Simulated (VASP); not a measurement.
Input of a VASP 6.6.1 run:

File INCAR:

```
  ALGO = Normal
  EDIFF = 1E-6
  EDIFFG = -0.005
  ENCUT = 600
  GGA = PE
  IBRION = 2
  ISIF = 3
  ISMEAR = -1
  LASPH = True
  LCHARG = False
  LREAL = False
  LWAVE = False
  NELM = 60
  NSW = 60
  PREC = Accurate
  PSTRESS = 680.0
  SIGMA = 0.08
```

KPOINTS

```
k-points
0
Gamma
  14 14 14
```

POSCAR

```
ZnS
1.0
    0.0000000000      2.3341994883      2.3341994883
    2.3341994883      0.0000000000      2.3341994883
    2.3341994883      2.3341994883      0.0000000000
Zn S
1 1
Direct
    0.0000000000      0.0000000000      0.0000000000
    0.2500000000      0.2500000000      0.2500000000
```

Potentials or basis: VASP PAW PBE potentials, release 64 (Zn, S).

The run is started by

```sh
$ cat potpaw_PBE.64/Zn/POTCAR potpaw_PBE.64/S/POTCAR > POTCAR
$ mpirun -np 1 vasp_std > vasp.out
```

(1) What does it give for the space group after relaxing (to 0.05 Å)?

(2) Estimate the relaxed cell.

(3) Estimate the relaxed volume.

Results:

(1) F-43m (No. 216).

(2) a = 3.368 Å, b = 3.368 Å, c = 3.368 Å, α = 60.00°, β = 60.00°, γ = 60.00°.

(3) 13.51 Å³/atom.

Caveat: the cell is relaxed towards a set pressure, so the enthalpy falls and the energy may rise.
